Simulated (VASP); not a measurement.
## K2Br: single point with r2SCAN

The system is K2Br.

```xyz
3
Lattice="0.0000 4.0941 4.0941 4.0941 0.0000 4.0941 4.0941 4.0941 0.0000" Properties=species:S:1:pos:R:3 pbc="T T T"
K     2.0471    2.0471    2.0471
K     6.1412    6.1412    6.1412
Br    0.0000    0.0000    0.0000
```

```
Program             : VASP 6.6.1
Task                : single point
Functional          : r2SCAN
Potentials or basis : VASP PAW PBE potentials, release 64 (K_sv, Br)
Cutoff              : 520 eV
k mesh              : 10 × 10 × 10
Occupations         : gaussian, width 0.1 eV
Spin                : no spin polarisation
```

The pressure is 0.0 GPa. The band gap on the k mesh is zero (an odd number of electrons rules out a gap without spin polarisation).

Levels at points of the mesh, in eV from the Fermi level:
```tsv
k point	band 10	band 11	band 12	band 13	band 14	band 15	band 16	band 17
(0.00, 0.00, 0.00)	-5.36	-5.36	-5.36	-1.62	2.38	2.38	3.46	3.46
(0.50, 0.00, 0.00)	-5.58	-5.34	-5.34	0.43	0.69	2.29	2.29	4.01
(0.50, 0.50, 0.00)	-5.61	-5.34	-5.34	-0.05	1.78	1.81	3.09	3.39
```

Run time: 31 min on 1 thread of AMD EPYC 7571, on a shared host, peak memory 0.4 GiB.

Caveat: the PAW data sets were made with another functional, which shifts forces and pressure a little; an odd number of electrons without spin polarisation forces a metal; a magnetic or distorted state may lie lower.
